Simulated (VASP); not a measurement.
# Ti2As2S (P-3m1) in VASP: a series of runs

The runs below take Ti2As2S through relaxation of shape and atoms at fixed volume, single point, with PBE.

Program: VASP 6.6.1. These are calculated values, not measurements. Logs are shortened: lines on timing, memory, paths and dates and some standing lists are left out, and cuts for length are marked.

### Step 1. The cell of the first run

The structure is trigonal, space group P-3m1 (No. 164). Conventional cell: a = 3.377 Å, b = 3.377 Å, c = 8.132 Å, α = 90.00°, β = 90.00°, γ = 120.00°. Within 3.1 Å of Ti (site symmetry 3m) lie 3 S at 2.38 Å and 3 As at 2.49 Å. As (site symmetry 3m) has 1 As at 2.31 Å and 3 Ti at 2.49 Å and 1 S at 2.91 Å within 3.1 Å. S (site symmetry -3m) has 6 Ti at 2.38 Å and 2 As at 2.91 Å within 3.1 Å.

### Step 2. Relaxation of shape and atoms at fixed volume, PBE (16.06 Å³/atom)

INCAR reads:

```
PREC = Accurate
ENCUT = 500
EDIFF = 1E-7
ISMEAR = 0
SIGMA = 0.1
LREAL = F
LASPH = T
NELM = 120
ALGO = Normal
ISIF = 4
LWAVE = F
LCHARG = F
GGA = PE
IBRION = 2
NSW = 50
EDIFFG = -0.01
GGA_COMPAT = F
NELMIN = 4
```

KPOINTS reads:

```
Automatic mesh
0
Gamma
  12 12 4
```

POSCAR reads:

```
Ti2As2S
1.0
    3.3771227982      0.0000000000      0.0000000000
   -1.6885613991      2.9246741349      0.0000000000
    0.0000000000      0.0000000000      8.1318832591
Ti As S
2 2 1
Direct
    0.3333333333      0.6666666667      0.8323374195
    0.6666666667      0.3333333333      0.1676625805
    0.0000000000      0.0000000000      0.3579943792
    0.0000000000      0.0000000000      0.6420056208
    0.0000000000      0.0000000000      0.0000000000
```

Potentials or basis: VASP PAW PBE potentials, release 64 (Ti_sv, As, S).

Run with:

```console
$ cat potpaw_PBE.64/Ti_sv/POTCAR potpaw_PBE.64/As/POTCAR potpaw_PBE.64/S/POTCAR > POTCAR
$ mpirun -np 1 vasp_std > vasp.out
```

OUTCAR:

```text
PREC = Accurate
   ENCUT = 500
   EDIFF = 1E-7
   ISMEAR = 0
   LREAL = F
   LASPH = T
   NELM = 120
   ISIF = 4
   GGA = PE
   IBRION = 2
   NSW = 50
   EDIFFG = -0.01
   NELMIN = 4

 ion  position               nearest neighbor table
   1  0.333  0.667  0.832-   5 2.38   5 2.38   5 2.38   4 2.49   4 2.49   4 2.49
   2  0.667  0.333  0.168-   5 2.38   5 2.38   5 2.38   3 2.49   3 2.49   3 2.49
   3  0.000  0.000  0.358-   4 2.31   2 2.49   2 2.49   2 2.49
   4  0.000  0.000  0.642-   3 2.31   1 2.49   1 2.49   1 2.49
   5  0.000  0.000  0.000-   1 2.38   2 2.38   1 2.38   2 2.38   2 2.38   1 2.38

  LATTYP: Found a hexagonal cell.
 ALAT       =     3.3771227982
 C/A-ratio  =     2.4079323569

  Lattice vectors:

 A1 = (   3.3771227982,   0.0000000000,   0.0000000000)
 A2 = (  -1.6885613991,   2.9246741349,   0.0000000000)
 A3 = (   0.0000000000,   0.0000000000,   8.1318832591)

Analysis of symmetry for initial positions (statically):
=====================================================================
 Subroutine PRICEL returns:
 Original cell was already a primitive cell.

 Routine SETGRP: Setting up the symmetry group for a
 hexagonal supercell.

 Subroutine GETGRP returns: Found 12 space group operations
 (whereof 12 operations were pure point group operations)
 out of a pool of 24 trial point group operations.

The static configuration has the point symmetry D_3d.

Analysis of symmetry for dynamics (positions and initial velocities):
=====================================================================
 Subroutine PRICEL returns:
 Original cell was already a primitive cell.

 Routine SETGRP: Setting up the symmetry group for a
 hexagonal supercell.

 Subroutine GETGRP returns: Found 12 space group operations
 (whereof 12 operations were pure point group operations)
 out of a pool of 24 trial point group operations.

The dynamic configuration has the point symmetry D_3d.

 Subroutine INISYM returns: Found 12 space group operations
 (whereof 12 operations are pure point group operations),
 and found     1 'primitive' translations

----------------------------------------------------------------------------------------

                                     Primitive cell

  volume of cell :      80.3185

  direct lattice vectors                    reciprocal lattice vectors
     3.377122798  0.000000000  0.000000000     0.296110050  0.170959217  0.000000000
    -1.688561399  2.924674135  0.000000000     0.000000000  0.341918434  0.000000000
     0.000000000  0.000000000  8.131883259     0.000000000  0.000000000  0.122972744

  length of vectors
     3.377122798  3.377122798  8.131883259     0.341918434  0.341918434  0.122972744

  position of ions in fractional coordinates (direct lattice)
     0.333333333  0.666666667  0.832337419
     0.666666667  0.333333333  0.167662581
     0.000000000  0.000000000  0.357994379
     0.000000000  0.000000000  0.642005621
     0.000000000  0.000000000  0.000000000

  ion indices of the primitive-cell ions
   primitive index   ion index
                 1           1
                 2           2
                 3           3
                 4           4
                 5           5

----------------------------------------------------------------------------------------

 KPOINTS: Automatic mesh

Automatic generation of k-mesh.
 Grid dimensions read from file:
 generate k-points for:   12   12    4

 Generating k-lattice:

  Cartesian coordinates                     Fractional coordinates (reciprocal lattice)
     0.024675837  0.014246601  0.000000000     0.083333333 -0.000000000  0.000000000
     0.000000000  0.028493203  0.000000000     0.000000000  0.083333333  0.000000000
     0.000000000  0.000000000  0.030743186     0.000000000  0.000000000  0.250000000

  Length of vectors
     0.028493203  0.028493203  0.030743186

  Shift w.r.t. Gamma in fractional coordinates (k-lattice)
     0.000000000  0.000000000  0.000000000

 Subroutine IBZKPT returns following result:
 ===========================================

 Found     69 irreducible k-points:

 Following reciprocal coordinates:
            Coordinates               Weight
  0.000000  0.000000  0.000000      1.000000
  0.083333 -0.000000  0.000000      6.000000
  0.166667 -0.000000  0.000000      6.000000
  0.250000 -0.000000  0.000000      6.000000
  0.333333 -0.000000  0.000000      6.000000
  0.416667 -0.000000  0.000000      6.000000
[... 16 lines left out ...]
  0.166667 -0.000000  0.250000      6.000000
  0.000000  0.166667  0.250000      6.000000
 [... further k-points ...]
   k-points           NKPTS =     69   k-points in BZ     NKDIM =     69   number of bands    NBANDS=     24
   number of dos      NEDOS =    301   number of ions     NIONS =      5
   total plane-waves  NPLWV =  47040
   dimension x,y,z NGX =    28 NGY =   28 NGZ =   60
   dimension x,y,z NGXF=    56 NGYF=   56 NGZF=  120
   ions per type =               2   2   1
   NGX,Y,Z   is equivalent  to a cutoff of  13.78, 13.78, 12.27 a.u.
   NGXF,Y,Z  is equivalent  to a cutoff of  27.57, 27.57, 24.53 a.u.
 SYSTEM =  unknown system
   PREC   = accura    normal or accurate (medium, high low for compatibility)
   ISTART =      0    job   : 0-new  1-cont  2-samecut
   ICHARG =      2    charge: 1-file 2-atom 10-const
   ISPIN  =      1    spin polarized calculation?
   LNONCOLLINEAR =      F non collinear calculations
   LSORBIT =      F    spin-orbit coupling
   LASPH  =      T    aspherical Exc in radial PAW
   ENCUT  =  500.0 eV  36.75 Ry    6.06 a.u.   6.16  6.16 14.83*2*pi/ulx,y,z
   NELM   =    120;   NELMIN=  4; NELMDL= -5     # of ELM steps
   EDIFF  = 0.1E-06   stopping-criterion for ELM
   LREAL  =      F    real-space projection
   EDIFFG = -.1E-01   stopping-criterion for IOM
   NSW    =     50    number of steps for IOM
   IBRION =      2    ionic relax: 0-MD 1-quasi-New 2-CG
   NFREE  =      1    steps in history (QN), initial steepest desc. (CG)
   ISIF   =      4    stress and relaxation
   ISYM   =      2    0-nonsym 1-usesym 2-fastsym
   POTIM  = 0.5000    time-step for ionic-motion
   TEBEG  =    0.0;   TEEND  =   0.0 temperature during run
   PSTRESS=    0.0 pullay stress
   NELECT =      40.0000    total number of electrons
   NUPDOWN=      -1.0000    fix difference up-down
   EMIN   =  10.00;   EMAX   =-10.00  energy-range for DOS
   EFERMI =   0.00;   METHOD = LEGACY
   ISMEAR =     0;   SIGMA  =   0.10  broadening in eV -4-tet -1-fermi 0-gaus
   EFERMI_NEDOS =   21; number of points for ismear=-14 and -15
   IALGO  =     38    algorithm
   IMIX   =      4    mixing-type and parameters
     AMIX     =   0.40;   BMIX     =  1.00
     AMIX_MAG =   1.60;   BMIX_MAG =  1.00
  volume/ion in A,a.u.               =      16.06       108.40
  Fermi-wavevector in a.u.,A,eV,Ry     =   1.297646  2.452196 22.910659  1.683886
  Thomas-Fermi vector in A             =   2.429025
   LORBIT       =      0    0 simple, 1 ext, 2 COOP (PROOUT), +10 PAW based schemes
   GGA     = PE    functional components
   LHFCALC =     F    Hartree Fock is set to
   AEXX    =    0.0000 exact exchange contribution
   IVDW    =     0    specifies the selected vdW correction
   LEPSILON=     F    determine dielectric tensor
   LRPA    =     F    only Hartree local field effects (RPA)
 conjugate gradient relaxation of ions
 non-spin polarized calculation
 Gauss-broadening in eV      SIGMA  =   0.10
  energy-cutoff  :      500.00
  volume of cell :       80.32
 maximum number of plane-waves:      2070
 NGX is ok and might be reduce to    28
   NGX = 13   NGY = 13   NGZ = 29

--------------------------------------- Ionic step        1  -------------------------------------------

 number of electron      40.0000005 magnetization

 Free energy of the ion-electron system (eV)
  ---------------------------------------------------
  ext. energy  EPLUGINS =         0.00000000
  ---------------------------------------------------
  free energy    TOTEN  =       -32.44651798 eV

  energy without entropy =      -32.43914262  energy(sigma->0) =      -32.44283030

------------------------ aborting loop because EDIFF is reached ----------------------------------------

  FORCE on cell =-STRESS in cart. coord.  units (eV):
  Direction    XX          YY          ZZ          XY          YZ          ZX
  --------------------------------------------------------------------------------------
  -------------------------------------------------------------------------------------
  Total        7.7910454      7.7910454      8.8913708      0.0000000     -0.0000000      0.0000000
  in kB      155.4142523    155.4142523    177.3633297      0.0000000     -0.0000000      0.0000000
  external PRESSURE =     162.7306114 kB  Pullay stress =       0.0000000 kB
[... 258 lines left out ...]
  energy  without entropy=      -32.4419564331  energy(sigma->0) =      -32.44679706

--------------------------------------- Ionic step        8  -------------------------------------------

 number of electron      40.0000005 magnetization

 Free energy of the ion-electron system (eV)
  ---------------------------------------------------
  ext. energy  EPLUGINS =         0.00000000
  ---------------------------------------------------
  free energy    TOTEN  =       -32.45164857 eV

  energy without entropy =      -32.44198470  energy(sigma->0) =      -32.44681664

 E-fermi :   8.3954     XC(G=0): -11.3411

 val. band max:        8.3854521210   @ k =   0.5000  -0.0000   0.5000
 cond. band min:       8.4044878131   @ k =   0.1667  -0.0000   0.5000
 fundamental gap:      0.0190356920
 Fermi energy:         8.3954057778

 k-point     1 :       0.0000    0.0000    0.0000
  band No.  band energies     occupation
      1     -48.4408      2.00000
      2     -48.4275      2.00000
      3     -24.8418      2.00000
      4     -24.7173      2.00000
      5     -24.7173      2.00000
      6     -24.7093      2.00000
[... 637 lines left out ...]
     23       9.8241      0.00000
     24      10.7021      0.00000

 [... further k-points ...]
[... 5 lines left out ...]
  --------------------------------------------------------------------------------------
  -------------------------------------------------------------------------------------
  Total        7.8538188      7.8538188      7.8563607      0.0000000      0.0000000      0.0000000
  in kB      156.6664443    156.6664443    156.7171495      0.0000000      0.0000000      0.0000000
  external PRESSURE =     156.6833460 kB  Pullay stress =       0.0000000 kB
[... 20 lines left out ...]
  FREE ENERGIE OF THE ION-ELECTRON SYSTEM (eV)
  ---------------------------------------------------
  free  energy   TOTEN  =       -32.4516485707 eV

  energy  without entropy=      -32.4419846996  energy(sigma->0) =      -32.44681664

 reached required accuracy - stopping structural energy minimisation
```

It took 12 min on 1 thread of Intel Xeon 6975P-C (Granite Rapids), shared host; peak memory 0.29 GiB.

What came out:

```yaml
Free_energy: -32.4516 eV
Energy_gained_by_relaxing: 1.0 meV/atom
Ionic_steps: 8
Pressure_after_relaxing: 15.7 GPa
Band_gap_on_the_k_mesh: zero (bands 20 and 21 overlap by 0.74 eV)
```

Step by step:
| step | energy change (eV) | largest force (eV/Å) | pressure (GPa) | volume (Å³) |
| --- | --- | --- | --- | --- |
| 1 | 0.0000 | 0.1347 | 16.27 | 80.32 |
| 2 | -0.0049 | 0.0406 | 15.68 | 80.32 |
| 3 | -0.0049 | 0.0348 | 15.71 | 80.32 |
| 4 | -0.0051 | 0.0218 | 15.69 | 80.32 |
| 5 | -0.0051 | 0.0120 | 15.68 | 80.32 |
| 6 | -0.0051 | 0.0137 | 15.67 | 80.32 |
| 7 | -0.0051 | 0.0158 | 15.67 | 80.32 |
| 8 | -0.0051 | 0.0001 | 15.67 | 80.32 |

Final structure:
```
CELL_PARAMETERS angstrom
3.36392 0.00000 0.00000
-1.68196 2.91324 0.00000
0.00000 0.00000 8.19583
ATOMIC_POSITIONS crystal
Ti 0.33333 0.66667 0.83262
Ti 0.66667 0.33333 0.16738
As 0.00000 0.00000 0.35879
As 0.00000 0.00000 0.64121
S 0.00000 0.00000 0.00000
```

### Step 3. Relaxation of shape and atoms at fixed volume, PBE (16.61 Å³/atom)

This run uses another cell than the first one, of 16.61 Å³/atom.

INCAR reads:

```
SYSTEM = Ti2As2S
  ALGO = Normal
  EDIFF = 1E-7
  EDIFFG = -0.01
  ENCUT = 500
  GGA = PE
  GGA_COMPAT = .FALSE.
  IBRION = 2
  ISIF = 4
  ISMEAR = 0
  LASPH = .TRUE.
  LCHARG = .FALSE.
  LREAL = .FALSE.
  LWAVE = .FALSE.
  NELM = 120
  NELMIN = 4
  NSW = 50
  PREC = Accurate
  SIGMA = 0.1
```

KPOINTS reads:

```
k-points
0
G
  12 12 4
  0 0 0
```

POSCAR reads:

```
Ti2As2S
1.0
    3.4245537680      0.0000000000      0.0000000000
   -1.7122768840      2.9657505597      0.0000000000
    0.0000000000      0.0000000000      8.1777829971
Ti As S
2 2 1
Direct
    0.3333333333      0.6666666667      0.8318933783
    0.6666666667      0.3333333333      0.1681066217
    0.0000000000      0.0000000000      0.3571523767
    0.0000000000      0.0000000000      0.6428476233
    0.0000000000      0.0000000000      0.0000000000
```

Potentials or basis: VASP PAW PBE potentials, release 64 (Ti_sv, As, S).

Run with:

```console
$ cat potpaw_PBE.64/Ti_sv/POTCAR potpaw_PBE.64/As/POTCAR potpaw_PBE.64/S/POTCAR > POTCAR
$ mpirun -np 1 vasp_std > vasp.out
```

Run time: 6.7 min. Hardware: 1 thread of Intel Xeon 6975P-C (Granite Rapids), shared host; peak memory 0.29 GiB.

It converged, with:

```yaml
Free_energy: -32.6786 eV
Energy_gained_by_relaxing: 0.8 meV/atom
Ionic_steps: 4
Pressure_after_relaxing: 10.9 GPa
Largest_force_after_relaxing: 0.009 eV/Å
Band_gap_on_the_k_mesh: zero (bands 20 and 21 overlap by 0.72 eV)
```

Forces on the atoms (eV/Å):
```
Ti   0.000  0.000 -0.009
Ti   0.000  0.000  0.009
As   0.000  0.000  0.008
As   0.000  0.000 -0.008
S    0.000  0.000  0.000
```

Step by step:
| step | energy change (eV) | largest force (eV/Å) | pressure (GPa) | volume (Å³) |
| --- | --- | --- | --- | --- |
| 1 | 0.0000 | 0.1377 | 11.36 | 83.06 |
| 2 | -0.0041 | 0.0286 | 10.86 | 83.06 |
| 3 | -0.0041 | 0.0170 | 10.89 | 83.06 |
| 4 | -0.0042 | 0.0085 | 10.89 | 83.06 |

Final structure:
```
CELL_PARAMETERS angstrom
3.41416 0.00000 0.00000
-1.70708 2.95675 0.00000
0.00000 0.00000 8.22765
ATOMIC_POSITIONS crystal
Ti 0.33333 0.66667 0.83255
Ti 0.66667 0.33333 0.16745
As 0.00000 0.00000 0.35772
As 0.00000 0.00000 0.64228
S 0.00000 0.00000 0.00000
```

Levels at points of the mesh, in eV from the Fermi level:
| k point | band 17 | band 18 | band 19 | band 20 | band 21 | band 22 | band 23 | band 24 |
| --- | --- | --- | --- | --- | --- | --- | --- | --- |
| (0.00, 0.00, 0.00) | -0.95 | -0.36 | -0.36 | 0.02 | 0.26 | 0.26 | 1.56 | 3.23 |
| (0.50, 0.00, 0.00) | -3.45 | -1.18 | -1.08 | -0.39 | 0.71 | 1.52 | 1.93 | 1.97 |
| (0.00, 0.00, 0.50) | -1.17 | -1.17 | 0.06 | 0.06 | 0.26 | 0.26 | 1.62 | 2.62 |
| (0.50, 0.00, 0.50) | -1.94 | -1.81 | -1.24 | -0.12 | 0.75 | 1.46 | 1.78 | 2.13 |

(Continued in part 2 of 2.)

The gap in the log of VASP goes by the Fermi energy; the results here count the filled bands.